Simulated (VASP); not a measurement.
A run of VASP 6.6.1 is set up as follows.

File INCAR:

```
PREC = Accurate
ENCUT = 520
EDIFF = 1E-7
ISMEAR = -1
SIGMA = 0.05
LREAL = F
LASPH = T
NELM = 80
ALGO = Fast
ISIF = 2
LWAVE = F
LCHARG = F
GGA = PS
NBANDS = 12
```

The input KPOINTS:

```
Automatic mesh
0
Gamma
  11 11 11
```

File POSCAR:

```
Au
1.0
   -1.6790776720      1.6790776720      1.6790776720
    1.6790776720     -1.6790776720      1.6790776720
    1.6790776720      1.6790776720     -1.6790776720
Au
1
Direct
    0.0000000000      0.0000000000      0.0000000000
```

Potentials or basis: VASP PAW PBE potentials, release 64 (Au).

The run is started by

```bash
$ cat potpaw_PBE.64/Au/POTCAR > POTCAR
$ mpirun -np 1 vasp_std > vasp.out
```

Question: Predict the pressure.

Answer: -13.0 GPa.

Caveat: the PAW data sets were made with another functional, which shifts forces and pressure a little.
